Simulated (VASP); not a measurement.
Mo:

```
Mo
1.0
    -1.57342    1.57342    1.57342
     1.57342   -1.57342    1.57342
     1.57342    1.57342   -1.57342
Mo
1
Cartesian
  0.0000 0.0000 0.0000
```

```yaml
Program: VASP 6.6.1
Task: relaxation of cell and atoms
Functional: PBEsol
Potentials_or_basis: VASP PAW PBE potentials, release 64 (Mo_sv)
Cutoff: 600 eV
k_mesh: 15 × 15 × 15
Occupations: gaussian, width 0.1 eV
Spin: no spin polarisation
```

At the start: pressure -3.8 GPa; volume 15.58 Å³/atom.

How do energy, volume and symmetry change on relaxing?

Over 3 steps the energy falls by 2.5 meV/atom and the volume is 15.37 Å³/atom (-1.3 %); space group Im-3m (No. 229, to 0.05 Å).

The path:
| step | energy change (eV) | largest force (eV/Å) | pressure (GPa) | volume (Å³) |
| --- | --- | --- | --- | --- |
| 1 | 0.0000 | 0.0000 | -3.77 | 15.58 |
| 2 | 0.0195 | 0.0000 | 12.21 | 14.77 |
| 3 | -0.0025 | 0.0000 | -0.03 | 15.37 |

Final structure:
```xyz
1
Lattice="-1.5663 1.5663 1.5663 1.5663 -1.5663 1.5663 1.5663 1.5663 -1.5663" Properties=species:S:1:pos:R:3 pbc="T T T"
Mo    0.0000    0.0000    0.0000
```

Caveat: the PAW data sets were made with another functional, which shifts forces and pressure a little.
